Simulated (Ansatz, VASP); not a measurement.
## P: VASP beside Ansatz

File INCAR:

```
SYSTEM = P
PREC     = Accurate       ! precision mode
ENCUT    = 600            ! plane-wave cutoff, eV
EDIFF    = 1E-7           ! SCF threshold, eV
ISMEAR   = 0              ! smearing method
SIGMA    = 0.1            ! smearing width, eV
LREAL    = .False.        ! projectors in reciprocal space
LASPH    = .True.         ! aspherical terms in the spheres
NELM     = 60             ! most SCF steps
ALGO     = Normal         ! electronic algorithm
ISIF     = 3              ! what is computed and relaxed
LWAVE    = .False.        ! write WAVECAR
LCHARG   = .False.        ! write CHGCAR
GGA      = PS             ! functional
IBRION   = 2              ! ionic algorithm
NSW      = 90             ! ionic steps
EDIFFG   = -0.04          ! ionic threshold
```

Contents of KPOINTS:

```
Automatic mesh
0
Gamma
  9 9 8
  0 0 0
```

File POSCAR:

```
P
1.0
    2.5646126181      0.0000000000      0.0000000000
   -1.2823063090      2.2210196781      0.0000000000
    0.0000000000      0.0000000000      2.4654027500
P
1
Direct
    0.0000000000      0.0000000000      0.0000000000
```

Input for Ansatz:

```yaml
crystal:
  lattice:
    - [2.5646126181, 0.0, 0.0]
    - [-1.282306309, 2.2210196781, 0.0]
    - [0.0, 0.0, 2.46540275]
  atoms:
    - { symbol: P, position: [0.0, 0.0, 0.0] }
basis:
  ecutwfc: 420
kpoints:
  mp_grid: { grid: [9, 9, 8] }
hamiltonian:
  xc: pbesol
scf:
  occupations: { method: gaussian, width: 0.1 }
  lower_state_search: "off"
output:
  forces: true
  stress: true
  eigenvalues: true
relax:
  adjacent_minimum: "off"
  f_tol: 0.04
  max_steps: 70
  cell: { stress_tol: 0.4 }
```

Alike in both runs: task relaxation of cell and atoms; functional PBEsol; k mesh 9 × 9 × 8; occupations gaussian, width 0.1 eV; no spin polarisation.

|  | VASP | Ansatz |
| --- | --- | --- |
| version | VASP 6.6.1 | Ansatz 0.2.0 |
| potentials or method | VASP PAW PBE potentials, release 64 (P), cutoff 600 eV | scalar-relativistic, plane waves, PAW |
| valence electrons in the cell | 5 | 5 |

```tsv
	VASP	Ansatz	Ansatz less VASP
gap on the k mesh at the Fermi level, each at its own relaxed structure (eV)	none	none	-
relaxed volume (Å³/atom)	14.52	14.50	-0.018
relaxed cell length with the largest relative difference (Å)	2.621	2.619	-0.0013
```

VASP's potentials were made for PBE, not for PBEsol. A gap of «none» marks a metal or a gap that the smearing closes.
